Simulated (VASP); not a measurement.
# Mg9Si4 (a cell with a defect): relaxation of the atoms with PBE

The system is Mg9Si4 (a cell with a defect).

```
Mg Si
1.0
     6.33800    0.00000    0.00000
     0.00000    6.33800    0.00000
     0.00000    0.00000    6.33800
Mg Si
9 4
Cartesian
  1.5845 1.5845 1.5845
  4.7535 4.7535 4.7535
  4.7535 4.7535 1.5845
  1.5845 1.5845 4.7535
  4.7535 1.5845 4.7535
  1.5845 4.7535 1.5845
  1.5845 4.7535 4.7535
  4.7535 1.5845 1.5845
  3.2372 3.1658 3.1485
  0.0000 0.0000 0.0000
  3.1690 3.1690 0.0000
  3.1690 0.0000 3.1690
  0.0000 3.1690 3.1690
```

| Item | Value |
| --- | --- |
| Program | VASP 6.6.1 |
| Task | relaxation of the atoms |
| Functional | PBE |
| Potentials or basis | VASP PAW PBE potentials, release 64 (Mg, Si) |
| Cutoff | 520 eV |
| k mesh | 2 × 2 × 2 |
| Occupations | fermi-dirac, width 0.05 eV |
| Spin | no spin polarisation |
| Dipole correction | no |
| Further INCAR settings | ALGO = Normal; EDIFF = 1e-07; IBRION = 2; EDIFFG = -0.08; NSW = 45 |

```json
{
 "Energy gained by relaxing": "43.0 meV/atom",
 "Ionic steps": "6",
 "Pressure after relaxing": "3.8 GPa",
 "Largest force after relaxing": "0.063 eV/Å",
 "Band gap on the k mesh": "zero (band 17 reaches 5.15 eV, above the bottom of band 18 at 4.14 eV)"
}
```

Forces in eV/Å, atoms in the order of the input:
```
Mg  -0.013 -0.019 -0.020
Mg   0.017  0.009  0.008
Mg   0.012  0.003 -0.006
Mg  -0.016 -0.021  0.019
Mg   0.017 -0.009  0.007
Mg  -0.013  0.019 -0.021
Mg  -0.016  0.021  0.020
Mg   0.011 -0.003 -0.005
Mg  -0.060  0.003  0.018
Si   0.035 -0.002 -0.010
Si   0.016 -0.001  0.002
Si   0.016  0.000 -0.005
Si  -0.007 -0.001 -0.005
```

Step by step:
```
step  energy change (eV)  largest force (eV/Å)  pressure (GPa)
   1              0.0000                1.3489            4.40
   2             -0.4320                0.6409            3.83
   3             -0.5564                0.1317            3.76
   4             -0.5578                0.1420            3.77
   5             -0.5576                0.1377            3.77
   6             -0.5591                0.0630            3.76
```

Final structure:
```yaml
crystal:
  lattice:
    - [6.33800, 0.00000, 0.00000]
    - [0.00000, 6.33800, 0.00000]
    - [0.00000, 0.00000, 6.33800]
  atoms:
    - { symbol: Mg, position: [0.24065, 0.24075, 0.24078] }
    - { symbol: Mg, position: [0.76004, 0.76020, 0.76023] }
    - { symbol: Mg, position: [0.76050, 0.76067, 0.23938] }
    - { symbol: Mg, position: [0.24105, 0.24115, 0.75889] }
    - { symbol: Mg, position: [0.76011, 0.23974, 0.76030] }
    - { symbol: Mg, position: [0.24072, 0.75920, 0.24085] }
    - { symbol: Mg, position: [0.24111, 0.75880, 0.75883] }
    - { symbol: Mg, position: [0.76058, 0.23926, 0.23930] }
    - { symbol: Mg, position: [0.50511, 0.49976, 0.49847] }
    - { symbol: Si, position: [0.00105, 0.99995, 0.99968] }
    - { symbol: Si, position: [0.50031, 0.49999, 0.00023] }
    - { symbol: Si, position: [0.50031, 0.00004, 0.49991] }
    - { symbol: Si, position: [0.99923, 0.49999, 0.49991] }
```

Levels at points of the mesh, in eV from the Fermi level:
```tsv
k point	band 14	band 15	band 16	band 17	band 18	band 19
(0.00, 0.00, 0.00)	-2.33	-0.79	-0.79	-0.79	-0.56	-0.56
(0.50, 0.00, 0.00)	-2.12	-2.09	-2.09	0.15	0.21	0.40
(0.00, 0.50, 0.00)	-2.11	-2.09	-2.09	0.15	0.22	0.39
(0.00, 0.00, 0.50)	-2.11	-2.09	-2.09	0.15	0.22	0.39
(0.50, 0.50, 0.00)	-1.72	-1.70	-1.39	0.44	0.44	0.56
(0.00, 0.50, 0.50)	-1.72	-1.70	-1.39	0.44	0.44	0.56
(0.50, 0.00, 0.50)	-1.72	-1.70	-1.39	0.44	0.44	0.56
(0.50, 0.50, 0.50)	-1.26	-1.26	-1.26	-0.02	-0.02	-0.02
```

Run time: 8.7 min on 1 thread of AMD EPYC 7R13, with other jobs on the host, peak memory 0.31 GiB.

Caveat: the k points lie up to 0.50 Å⁻¹ apart; the relaxation stopped at a loose force limit of 0.08 eV/Å, so its end isn't a converged minimum.
